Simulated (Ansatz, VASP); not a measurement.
Sb: VASP beside Ansatz

```
CELL_PARAMETERS angstrom
3.04218 0.00000 0.00000
0.00000 3.04218 0.00000
0.00000 0.00000 3.04218
ATOMIC_POSITIONS crystal
Sb 0.00000 0.00000 0.00000
```

Alike in both runs: functional LDA; k mesh 20 × 20 × 20; occupations fermi-dirac, width 0.15 eV; no spin polarisation.

Ansatz relaxed the structure, and its values are those at the end. VASP's run is a single point on that final structure, the one shown.

```csv
,VASP,Ansatz
version,VASP 6.6.1,Ansatz 0.2.0
potentials or method,"VASP PAW LDA potentials, release 64 (Sb), cutoff 520 eV","scalar-relativistic, plane waves, PAW"
valence electrons in the cell,5,15
```

Ansatz gave:

```
gap on the k mesh at the Fermi level (eV) : none
pressure (GPa)                            : 0.0
```

Question: Which values does VASP return?

Answer: gap on the k mesh at the Fermi level (eV): none; pressure (GPa): 0.2.

Ansatz warns that its potentials were made for another functional, while VASP's fit it. LDA's correlation is that of Perdew and Zunger in VASP and of Perdew and Wang (1992) in Ansatz. A gap of «none» marks a metal or a gap that the smearing closes. VASP's potentials hold 5 valence electrons a cell and Ansatz's 15, so a difference there can come from the potentials and not from the codes.

Neither program's run includes spin-orbit coupling.
